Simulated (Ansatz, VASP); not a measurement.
## Li2O in VASP and in Ansatz

```
CELL_PARAMETERS angstrom
0.00000 2.30178 2.30178
2.30178 0.00000 2.30178
2.30178 2.30178 0.00000
ATOMIC_POSITIONS crystal
Li 0.25000 0.25000 0.25000
Li 0.75000 0.75000 0.75000
O 0.00000 0.00000 0.00000
```

Change from the starting cell: volume scaled by 0.99, crystal datasets.

Alike in both runs: task electric field gradients; functional PBEsol; k mesh 9 × 9 × 9; occupations fermi-dirac, width 0.03 eV; no spin polarisation.

```csv
,VASP,Ansatz
version,VASP 6.6.1,Ansatz 0.2.0
potentials or method,"VASP PAW PBE potentials, release 64 (Li_sv, O), cutoff 650 eV","all-electron PAW with datasets made for the crystal, scalar-relativistic"
```

Ansatz gave:

* gap on the k mesh at the Fermi level (eV): 4.95
* pressure (GPa): -1.4

Task: Which values does VASP return?

Result: gap on the k mesh at the Fermi level (eV): 4.94; pressure (GPa): -1.4.

VASP's potentials were made for PBE, not for PBEsol. Ansatz ran all-electron here, and VASP with PAW potentials.
